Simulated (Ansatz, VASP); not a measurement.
Two plane-wave programs on SnO2

```
CELL_PARAMETERS angstrom
4.93306 0.00000 0.00000
0.00000 4.93367 0.00000
0.00000 0.00000 3.33280
ATOMIC_POSITIONS crystal
Sn 0.50000 0.50000 0.50000
Sn 0.00000 0.00000 0.00000
O 0.30598 0.29322 0.00000
O 0.80598 0.20678 0.50000
O 0.19402 0.79322 0.50000
O 0.69402 0.70678 0.00000
```

Alike in both runs: task single point; functional LDA; k mesh 6 × 6 × 8; occupations gaussian, width 0.05 eV; no spin polarisation.

```csv
,VASP,Ansatz
version,VASP 6.6.1,Ansatz 0.2.0
potentials or method,"VASP PAW LDA potentials, release 64 (Sn_d, O), cutoff 520 eV","scalar-relativistic, plane waves, PAW"
valence electrons in the cell,52,52
```

Ansatz gave:

```
gap on the k mesh at the Fermi level (eV)                     : 0.13
least direct gap on the mesh (eV)                             : 0.42
pressure (GPa)                                                : -20.9
traceless stress, the component that is largest in VASP (GPa) : -3.03
rms of the force components (eV/Å)                            : 0.452
```

Question: Estimate VASP's values.

Answer: gap on the k mesh at the Fermi level (eV): 0.13; least direct gap on the mesh (eV): 0.40; pressure (GPa): -20.3; traceless stress, the component that is largest in VASP (GPa): -2.95; rms of the force components (eV/Å): 0.453.

LDA's correlation is that of Perdew and Zunger in VASP and of Perdew and Wang (1992) in Ansatz. Atom by atom the forces differ by 0.001 eV/Å (rms over components).
